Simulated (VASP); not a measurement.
## MoSe: single point with PBE

The system is MoSe.

```
CELL_PARAMETERS angstrom
0.00000 2.48218 2.48218
2.48218 0.00000 2.48218
2.48218 2.48218 0.00000
ATOMIC_POSITIONS crystal
Mo 0.00000 0.00000 0.00000
Se 0.50000 0.50000 0.50000
```

| Item | Value |
| --- | --- |
| Program | VASP 6.6.1 |
| Task | single point |
| Functional | PBE |
| Potentials or basis | VASP PAW PBE potentials, release 64 (Mo_sv, Se) |
| Cutoff | 500 eV |
| k mesh | 14 × 14 × 14 |
| Occupations | gaussian, width 0.1 eV |
| Spin | no spin polarisation |
| Dipole correction | no |
| Further INCAR settings | ALGO = Normal; EDIFF = 1e-06; NBANDS = 17 |

The pressure is 30.6 GPa and the band gap on the k mesh is zero (band 10 reaches 12.10 eV, above the bottom of band 11 at 9.47 eV).

Levels at points of the mesh, in eV from the Fermi level:
```tsv
k point	band 8	band 9	band 10	band 11	band 12	band 13
(0.00, 0.00, 0.00)	-2.54	-2.33	-2.33	-2.33	-1.98	-1.98
(0.50, 0.00, 0.00)	-6.42	-0.11	-0.11	0.79	2.52	5.94
(0.50, 0.50, 0.00)	-4.08	-4.08	-0.90	0.67	0.67	1.93
```

Run time: 31 s on 1 thread of Intel(R) Xeon(R) Platinum 8488C (Sapphire Rapids), with other jobs on the host, peak memory 0.19 GiB.
